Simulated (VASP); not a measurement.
AlNi3:

```xyz
4
Lattice="2.5638 0.0000 0.0000 -1.2819 2.2203 0.0000 0.0000 0.0000 8.0396" Properties=species:S:1:pos:R:3 pbc="T T T"
Al    1.2819    0.7401    0.0000
Ni    0.0000    1.4802    6.0297
Ni    0.0000    1.4802    2.0099
Ni    1.2819    0.7401    4.0198
```

| Property | Result |
| --- | --- |
| Program | VASP 6.6.1 |
| Task | relaxation of cell and atoms |
| Functional | PBE |
| Potentials or basis | VASP PAW PBE potentials, release 64 (Al, Ni) |
| Cutoff | 600 eV |
| k mesh | 6 × 6 × 2 |
| Occupations | gaussian, width 0.1 eV |
| Spin | collinear spin, ferrimagnetic start |
| Starting moments | [0.0, 2.0, 2.0, -2.0] μB |

At the start: pressure 3.0 GPa; volume 11.44 Å³/atom.

**Question.** How do energy, volume and symmetry change on relaxing?

**Answer.** Over 7 steps the energy falls by 16.1 meV/atom and the volume is 11.64 Å³/atom (+1.7 %); space group P-6m2 (No. 187, to 0.1 Å) before and after; moment 0.38 μB per cell.

Step by step:
```
step  energy change (eV)  largest force (eV/Å)  pressure (GPa)  volume (Å³)
   1              0.0000                0.4093            3.03        45.76
   2             -0.0536                0.2125           -2.10        47.19
   3             -0.0537                0.2030           -2.29        47.26
   4             -0.0622                0.0581            0.68        46.41
   5             -0.0630                0.0931            0.00        46.60
   6             -0.0640                0.0436            0.07        46.57
   7             -0.0642                0.0066            0.14        46.54
```

Final structure:
```xyz
4
Lattice="2.6147 0.0000 0.0000 -1.3073 2.2644 0.0000 0.0000 0.0000 7.8609" Properties=species:S:1:pos:R:3 pbc="T T T"
Al    1.3073    0.7548    0.0000
Ni    0.0000    1.5096    5.9353
Ni    0.0000    1.5096    1.9255
Ni    1.3073    0.7548    3.9304
```

Caveat: the k points lie up to 0.46 Å⁻¹ apart in the final cell.
